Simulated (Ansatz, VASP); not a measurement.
# FePt in VASP and in Ansatz

File INCAR:

```
SYSTEM = FePt
ALGO     = Normal         ! electronic algorithm
EDIFF    = 1E-6           ! SCF threshold, eV
ENCUT    = 520            ! plane-wave cutoff, eV
GGA      = PE             ! functional
ISIF     = 2              ! what is computed and relaxed
ISMEAR   = -1             ! smearing method
ISPIN    = 2              ! spin polarisation
LASPH    = .TRUE.         ! aspherical terms in the spheres
LCHARG   = .FALSE.        ! write CHGCAR
LMAXMIX  = 4              ! l up to which the mixer works
LORBIT   = 11             ! projections on sites
LREAL    = .FALSE.        ! projectors in reciprocal space
LWAVE    = .FALSE.        ! write WAVECAR
MAGMOM   = 4 4 0 0        ! initial moments
NBANDS   = 30             ! bands
NELM     = 150            ! most SCF steps
PREC     = Accurate       ! precision mode
SIGMA    = 0.05           ! smearing width, eV
```

KPOINTS

```
k-points
0
G
  8 8 8
  0 0 0
```

Contents of POSCAR:

```
FePt
1.0
   -2.7235000000     -2.7235000000      0.0000000000
   -2.7235000000      2.7235000000      0.0000000000
    0.0000000000      0.0000000000     -3.7200000000
Fe Pt
2 2
Direct
    0.0000000000      0.0000000000      0.0000000000
    0.5000000000      0.5000000000      0.0000000000
    0.0000000000      0.5000000000      0.5000000000
    0.5000000000      0.0000000000      0.5000000000
```

Input for Ansatz:

```yaml
crystal:
  lattice:
    - [-2.7235, -2.7235, 0.0]
    - [-2.7235, 2.7235, 0.0]
    - [0.0, 0.0, -3.72]
  atoms:
    - { symbol: Fe, position: [0.0, 0.0, 0.0], spin: 4.0 }
    - { symbol: Fe, position: [0.5, 0.5, 0.0], spin: 4.0 }
    - { symbol: Pt, position: [0.0, 0.5, 0.5] }
    - { symbol: Pt, position: [0.5, 0.0, 0.5] }
magnetization:
  spin_polarized: true
hamiltonian:
  xc: pbe
  pseudopotentials: { kind: paw }
basis:
  ecutwfc: 420
kpoints:
  mp_grid: { grid: [8, 8, 8] }
scf:
  occupations: { method: fermi_dirac, width: 0.05 }
output:
  forces: true
  stress: true
```

Alike in both runs: task single point; functional PBE; k mesh 8 × 8 × 8; occupations fermi-dirac, width 0.05 eV; collinear spin.

|  | VASP | Ansatz |
| --- | --- | --- |
| version | VASP 6.6.1 | Ansatz 0.2.0 |
| potentials or method | VASP PAW PBE potentials, release 64 (Fe, Pt), cutoff 520 eV | PAW, plane waves, scalar-relativistic |
| valence electrons in the cell | 36 | 68 |

|  | VASP | Ansatz | Ansatz less VASP |
| --- | --- | --- | --- |
| pressure (GPa) | 3.1 | 3.6 | +0.43 |
| traceless stress, the component that is largest in VASP (GPa) | 1.13 | 1.07 | -0.054 |
| net moment per atom (μB) | 1.64 | 1.65 | +0.002 |
| size of the moment on the site where the two differ most (μB) | 0.33 | 0.39 | +0.057 |

Site moments also hang on the region over which each program counts them. VASP's potentials hold 36 valence electrons a cell and Ansatz's 68, so a difference there can come from the potentials and not from the codes.

Neither program's run includes spin-orbit coupling.
